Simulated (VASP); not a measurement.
A run of VASP 6.6.1 is set up as follows.

INCAR

```
SYSTEM = PbO2
PREC = Accurate ; ENCUT = 520
EDIFF = 1E-6 ; ISMEAR = -1
SIGMA = 0.05 ; LREAL = .FALSE.
LASPH = .TRUE. ; NELM = 100
ALGO = Normal ; ISIF = 2
LWAVE = .FALSE. ; LCHARG = .FALSE.
GGA = PE ; NBANDS = 35
```

File KPOINTS:

```
Automatic mesh
0
G
  5 5 7
  0 0 0
```

Contents of POSCAR:

```
PbO2
1.0
    4.8950606726      0.0000000000      0.0000000000
    0.0000000000      4.8950606726      0.0000000000
    0.0000000000      0.0000000000      3.4090009600
Pb O
2 4
Direct
    0.5000000000      0.5000000000      0.5000000000
    0.0000000000      0.0000000000      0.0000000000
    0.6925710400      0.6925710400      0.0000000000
    0.8074289600      0.1925710400      0.5000000000
    0.1925710400      0.8074289600      0.5000000000
    0.3074289600      0.3074289600      0.0000000000
```

Potentials or basis: VASP PAW PBE potentials, release 64 (Pb_d, O).

Launch:

```bash
$ cat potpaw_PBE.64/Pb_d/POTCAR potpaw_PBE.64/O/POTCAR > POTCAR
$ mpirun -np 1 vasp_std > vasp.out
```

Q: What does it give for the largest force?

A: 0.081 eV/Å.

Q: What does it give for the pressure?

A: 12.0 GPa.

Q: What does it give for the band gap on the k mesh?

A: 0.14 eV (least direct gap 0.53 eV).

Stress tensor (GPa, compression positive):
```
11.70  0.00  0.00
 0.00 11.70  0.00
 0.00  0.00 12.70
```

Caveat: the cell stands under pressure; spin-orbit coupling is left out, which moves the levels of the heavy elements. A k mesh can miss the band edges.
